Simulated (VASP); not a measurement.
# SiC (P6_3mc) in VASP: a series of runs

The runs below take SiC through single point, relaxation of cell and atoms, with PBE.

All numbers are computed with VASP 6.6.1; they aren't measurements. Logs are shortened: lines on timing, memory, paths and dates and some standing lists are left out, and cuts for length are marked.

## (1) The cell of the first run

Symmetry: P6_3mc, No. 186, hexagonal system. The conventional cell has a = 3.092 Å, b = 3.092 Å, c = 5.074 Å, α = 90.00°, β = 90.00°, γ = 120.00°. Within 2.5 Å of Si (site symmetry 3m) lie 4 C at 1.89 to 1.91 Å. Within 2.5 Å of C (site symmetry 3m) lie 4 Si at 1.89 to 1.91 Å.

## (2) Single point, PBE

The input, INCAR:

```
SYSTEM = SiC
  PREC = Accurate
  ENCUT = 520
  EDIFF = 1E-6
  ISMEAR = 0
  SIGMA = 0.02
  LREAL = .False.
  LASPH = .True.
  NELM = 60
  ALGO = Normal
  ISIF = 2
  LWAVE = .False.
  LCHARG = .True.
  GGA = PE
  LELF = .True.
  LVHAR = .True.
  NBANDS = 16
```

The input, KPOINTS:

```
Automatic mesh
0
Gamma
  12 12 6
  0 0 0
```

The input, POSCAR:

```
SiC
1.0
    3.0920366030      0.0000000000      0.0000000000
   -1.5460183015      2.6777822476      0.0000000000
    0.0000000000      0.0000000000      5.0738984874
Si C
2 2
Direct
    0.3333333333      0.6666666667      0.0045639005
    0.6666666667      0.3333333333      0.5045639005
    0.3333333333      0.6666666667      0.3804360995
    0.6666666667      0.3333333333      0.8804360995
```

Potentials or basis: VASP PAW PBE potentials, release 64 (Si, C).

Started as:

```sh
$ cat potpaw_PBE.64/Si/POTCAR potpaw_PBE.64/C/POTCAR > POTCAR
$ mpirun -np 1 vasp_std > vasp.out
```

OUTCAR:

```text
SYSTEM = SiC
   PREC = Accurate
   ENCUT = 520
   EDIFF = 1E-6
   ISMEAR = 0
   LREAL = .False.
   LASPH = .True.
   NELM = 60
   ISIF = 2
   GGA = PE

 ion  position               nearest neighbor table
   1  0.333  0.667  0.005-   4 1.89   4 1.89   4 1.89   3 1.91   2 3.10   2 3.10   2 3.10   2 3.10
                             2 3.10   2 3.10
   2  0.667  0.333  0.505-   3 1.89   3 1.89   3 1.89   4 1.91   1 3.10   1 3.10   1 3.10   1 3.10
                             1 3.10   1 3.10
   3  0.333  0.667  0.380-   2 1.89   2 1.89   2 1.89   1 1.91
   4  0.667  0.333  0.880-   1 1.89   1 1.89   1 1.89   2 1.91

  LATTYP: Found a hexagonal cell.
 ALAT       =     3.0920366030
 C/A-ratio  =     1.6409567993

  Lattice vectors:

 A1 = (   3.0920366030,   0.0000000000,   0.0000000000)
 A2 = (  -1.5460183015,   2.6777822476,   0.0000000000)
 A3 = (   0.0000000000,   0.0000000000,   5.0738984874)

Analysis of symmetry for initial positions (statically):
=====================================================================
 Subroutine PRICEL returns:
 Original cell was already a primitive cell.

 Routine SETGRP: Setting up the symmetry group for a
 hexagonal supercell.

 Subroutine GETGRP returns: Found 12 space group operations
 (whereof  6 operations were pure point group operations)
 out of a pool of 24 trial point group operations.

The static configuration has the point symmetry C_3v.
 The point group associated with its full space group is C_6v.

Analysis of symmetry for dynamics (positions and initial velocities):
=====================================================================
 Subroutine PRICEL returns:
 Original cell was already a primitive cell.

 Routine SETGRP: Setting up the symmetry group for a
 hexagonal supercell.

 Subroutine GETGRP returns: Found 12 space group operations
 (whereof  6 operations were pure point group operations)
 out of a pool of 24 trial point group operations.

The dynamic configuration has the point symmetry C_3v.
 The point group associated with its full space group is C_6v.

 Subroutine INISYM returns: Found 12 space group operations
 (whereof  6 operations are pure point group operations),
 and found     1 'primitive' translations

----------------------------------------------------------------------------------------

                                     Primitive cell

  volume of cell :      42.0109

  direct lattice vectors                    reciprocal lattice vectors
     3.092036603  0.000000000  0.000000000     0.323411437  0.186721680  0.000000000
    -1.546018301  2.677782248  0.000000000     0.000000000  0.373443360  0.000000000
     0.000000000  0.000000000  5.073898487     0.000000000  0.000000000  0.197087112

  length of vectors
     3.092036603  3.092036603  5.073898487     0.373443360  0.373443360  0.197087112

  position of ions in fractional coordinates (direct lattice)
     0.333333333  0.666666667  0.004563901
     0.666666667  0.333333333  0.504563901
     0.333333333  0.666666667  0.380436100
     0.666666667  0.333333333  0.880436100

  ion indices of the primitive-cell ions
   primitive index   ion index
                 1           1
                 2           2
                 3           3
                 4           4

----------------------------------------------------------------------------------------

 KPOINTS: Automatic mesh

Automatic generation of k-mesh.
 Grid dimensions read from file:
 generate k-points for:   12   12    6

 Generating k-lattice:

  Cartesian coordinates                     Fractional coordinates (reciprocal lattice)
     0.026950953  0.015560140  0.000000000     0.083333333  0.000000000  0.000000000
     0.000000000  0.031120280  0.000000000     0.000000000  0.083333333  0.000000000
     0.000000000  0.000000000  0.032847852     0.000000000  0.000000000  0.166666667

  Length of vectors
     0.031120280  0.031120280  0.032847852

  Shift w.r.t. Gamma in fractional coordinates (k-lattice)
     0.000000000  0.000000000  0.000000000

 Subroutine IBZKPT returns following result:
 ===========================================

 Found     76 irreducible k-points:

 Following reciprocal coordinates:
            Coordinates               Weight
  0.000000  0.000000  0.000000      1.000000
  0.083333  0.000000  0.000000      6.000000
  0.166667  0.000000  0.000000      6.000000
  0.250000  0.000000  0.000000      6.000000
  0.333333  0.000000  0.000000      6.000000
  0.416667  0.000000  0.000000      6.000000
[... 16 lines left out ...]
  0.250000  0.000000  0.166667     12.000000
  0.333333  0.000000  0.166667     12.000000
 [... further k-points ...]
   k-points           NKPTS =     76   k-points in BZ     NKDIM =     76   number of bands    NBANDS=     16
   number of dos      NEDOS =    301   number of ions     NIONS =      4
   total plane-waves  NPLWV =  23040
   dimension x,y,z NGX =    24 NGY =   24 NGZ =   40
   dimension x,y,z NGXF=    48 NGYF=   48 NGZF=   80
   ions per type =               2   2
   NGX,Y,Z   is equivalent  to a cutoff of  12.90, 12.90, 13.11 a.u.
   NGXF,Y,Z  is equivalent  to a cutoff of  25.81, 25.81, 26.21 a.u.
 SYSTEM =  SiC
   PREC   = accura    normal or accurate (medium, high low for compatibility)
   ISTART =      0    job   : 0-new  1-cont  2-samecut
   ICHARG =      2    charge: 1-file 2-atom 10-const
   ISPIN  =      1    spin polarized calculation?
   LNONCOLLINEAR =      F non collinear calculations
   LSORBIT =      F    spin-orbit coupling
   LASPH  =      T    aspherical Exc in radial PAW
   ENCUT  =  520.0 eV  38.22 Ry    6.18 a.u.   5.75  5.75  9.43*2*pi/ulx,y,z
   NELM   =     60;   NELMIN=  2; NELMDL= -5     # of ELM steps
   EDIFF  = 0.1E-05   stopping-criterion for ELM
   LREAL  =      F    real-space projection
   EDIFFG = 0.1E-04   stopping-criterion for IOM
   NSW    =      0    number of steps for IOM
   IBRION =     -1    ionic relax: 0-MD 1-quasi-New 2-CG
   NFREE  =      0    steps in history (QN), initial steepest desc. (CG)
   ISIF   =      2    stress and relaxation
   ISYM   =      2    0-nonsym 1-usesym 2-fastsym
   POTIM  = 0.5000    time-step for ionic-motion
   TEBEG  =    0.0;   TEEND  =   0.0 temperature during run
   PSTRESS=    0.0 pullay stress
   NELECT =      16.0000    total number of electrons
   NUPDOWN=      -1.0000    fix difference up-down
   EMIN   =  10.00;   EMAX   =-10.00  energy-range for DOS
   EFERMI =   0.00;   METHOD = LEGACY
   ISMEAR =     0;   SIGMA  =   0.02  broadening in eV -4-tet -1-fermi 0-gaus
   EFERMI_NEDOS =   21; number of points for ismear=-14 and -15
   IALGO  =     38    algorithm
   IMIX   =      4    mixing-type and parameters
     AMIX     =   0.40;   BMIX     =  1.00
     AMIX_MAG =   1.60;   BMIX_MAG =  1.00
  volume/ion in A,a.u.               =      10.50        70.88
  Fermi-wavevector in a.u.,A,eV,Ry     =   1.186664  2.242469 19.159321  1.408170
  Thomas-Fermi vector in A             =   2.322831
   LORBIT       =      0    0 simple, 1 ext, 2 COOP (PROOUT), +10 PAW based schemes
   GGA     = PE    functional components
   LHFCALC =     F    Hartree Fock is set to
   AEXX    =    0.0000 exact exchange contribution
   IVDW    =     0    specifies the selected vdW correction
   LEPSILON=     F    determine dielectric tensor
   LRPA    =     F    only Hartree local field effects (RPA)
 non-spin polarized calculation
 Gauss-broadening in eV      SIGMA  =   0.02
  energy-cutoff  :      520.00
  volume of cell :       42.01
 maximum number of plane-waves:      1170
 NGX is ok and might be reduce to    24
   NGX = 11   NGY = 11   NGZ = 19

 number of electron      16.0000000 magnetization

 Free energy of the ion-electron system (eV)
  ---------------------------------------------------
  ext. energy  EPLUGINS =         0.00000000
  ---------------------------------------------------
  free energy    TOTEN  =       -30.11026345 eV

  energy without entropy =      -30.11026345  energy(sigma->0) =      -30.11026345

 E-fermi :   8.2519     XC(G=0): -11.2827

 val. band max:        8.0835155336   @ k =   0.0000   0.0000   0.0000
 cond. band min:      10.3885035222   @ k =   0.3333   0.3333   0.0000
 fundamental gap:      2.3049879885
 Fermi energy:         8.2518567343

 k-point     1 :       0.0000    0.0000    0.0000
  band No.  band energies     occupation
      1      -7.3613      2.00000
      2      -3.8516      2.00000
      3      -0.5235      2.00000
      4       6.7738      2.00000
      5       6.7738      2.00000
      6       7.9755      2.00000
[... 8 lines left out ...]
     15      16.9314      0.00000
     16      19.2995      0.00000

 k-point     2 :       0.0833    0.0000    0.0000
  band No.  band energies     occupation
      1      -7.2423      2.00000
      2      -3.7499      2.00000
      3      -0.4145      2.00000
      4       6.0935      2.00000
      5       6.5661      2.00000
      6       7.6196      2.00000
[... 8 lines left out ...]
     15      17.2330      0.00000
     16      18.4297      0.00000

 k-point     3 :       0.1667    0.0000    0.0000
  band No.  band energies     occupation
      1      -6.8884      2.00000
      2      -3.4539      2.00000
      3      -0.0968      2.00000
      4       4.6191      2.00000
      5       6.0955      2.00000
      6       6.5062      2.00000
[... 8 lines left out ...]
     15      17.5657      0.00000
     16      17.9028      0.00000

 k-point     4 :       0.2500    0.0000    0.0000
  band No.  band energies     occupation
      1      -6.3108      2.00000
      2      -3.0005      2.00000
      3       0.3798      2.00000
      4       3.0203      2.00000
      5       5.1285      2.00000
      6       5.5842      2.00000
[... 8 lines left out ...]
     15      18.0452      0.00000
     16      18.8034      0.00000
[... 324 lines left out ...]
 k-point    22 :       0.1667    0.0000    0.1667
  band No.  band energies     occupation
      1      -6.7557      2.00000
      2      -3.9623      2.00000
      3       0.6053      2.00000
      4       4.7403      2.00000
      5       6.1217      2.00000
      6       6.1853      2.00000
[... 8 lines left out ...]
     15      17.7351      0.00000
     16      18.2673      0.00000

 k-point    23 :       0.2500    0.0000    0.1667
  band No.  band energies     occupation
      1      -6.1803      2.00000
      2      -3.4722      2.00000
      3       0.9639      2.00000
      4       3.2239      2.00000
      5       4.7437      2.00000
      6       5.6807      2.00000
[... 8 lines left out ...]
     15      18.7500      0.00000
     16      18.7718      0.00000

 k-point    24 :       0.3333    0.0000    0.1667
  band No.  band energies     occupation
      1      -5.4113      2.00000
      2      -2.8950      2.00000
      3       0.8012      2.00000
      4       2.5087      2.00000
      5       3.3297      2.00000
      6       5.2616      2.00000
[... 8 lines left out ...]
     15      19.2428      0.00000
     16      20.0368      0.00000

 [... further k-points ...]

------------------------ aborting loop because EDIFF is reached ----------------------------------------

  FORCE on cell =-STRESS in cart. coord.  units (eV):
  Direction    XX          YY          ZZ          XY          YZ          ZX
  --------------------------------------------------------------------------------------
  -------------------------------------------------------------------------------------
  Total       -0.0165697     -0.0165697     -0.0024297      0.0000000      0.0000000     -0.0000000
  in kB       -0.6319223     -0.6319223     -0.0926639      0.0000000      0.0000000     -0.0000000
  external PRESSURE =      -0.4521695 kB  Pullay stress =       0.0000000 kB

 VOLUME and BASIS-vectors are now :
 -----------------------------------------------------------------------------
  energy-cutoff  :      520.00
  volume of cell :       42.01
      direct lattice vectors                 reciprocal lattice vectors
     3.092036603  0.000000000  0.000000000     0.323411437  0.186721680  0.000000000
    -1.546018301  2.677782248  0.000000000     0.000000000  0.373443360  0.000000000
     0.000000000  0.000000000  5.073898487     0.000000000  0.000000000  0.197087112

 POSITION                                       TOTAL-FORCE (eV/Angst)
 -----------------------------------------------------------------------------------
     -0.00000      1.78519      0.02316        -0.000000     -0.000000      0.002388
      1.54602      0.89259      2.56011         0.000000      0.000000      0.002388
     -0.00000      1.78519      1.93029         0.000000     -0.000000     -0.002388
      1.54602      0.89259      4.46724        -0.000000     -0.000000     -0.002388
 -----------------------------------------------------------------------------------
    total drift:                               -0.000000      0.000000      0.000509

  FREE ENERGIE OF THE ION-ELECTRON SYSTEM (eV)
  ---------------------------------------------------
  free  energy   TOTEN  =       -30.1102634498 eV

  energy  without entropy=      -30.1102634498  energy(sigma->0) =      -30.11026345
```

Run time: 17 s. Hardware: 1 thread of Intel Xeon 6975P-C (Granite Rapids), shared host; peak memory 0.17 GiB.

What came out:

```
Free energy            : -30.1103 eV
Pressure               : 0.0 GPa
Band gap on the k mesh : 2.31 eV, indirect (least direct gap 3.94 eV)
```

Forces on the atoms (eV/Å):
```
Si   0.000  0.000  0.002
Si   0.000  0.000  0.002
C    0.000  0.000 -0.002
C    0.000  0.000 -0.002
```

Levels at points of the mesh, in eV from the valence-band top:
| k point | band 6 | band 7 | band 8 | band 9 | band 10 | band 11 |
| --- | --- | --- | --- | --- | --- | --- |
| (0.00, 0.00, 0.00) | -0.11 | 0.00 | 0.00 | 4.67 | 6.05 | 6.57 |
| (0.50, 0.00, 0.00) | -3.29 | -3.24 | -1.19 | 2.75 | 4.21 | 6.76 |
| (0.00, 0.00, 0.50) | -0.71 | -0.71 | -0.71 | 5.76 | 5.76 | 7.27 |
| (0.50, 0.00, 0.50) | -2.42 | -2.31 | -2.31 | 3.25 | 3.25 | 5.19 |

A k mesh can miss the band edges. PBE gaps usually lie below the measured ones, often by a third to a half.

[end of part 1 of 2]
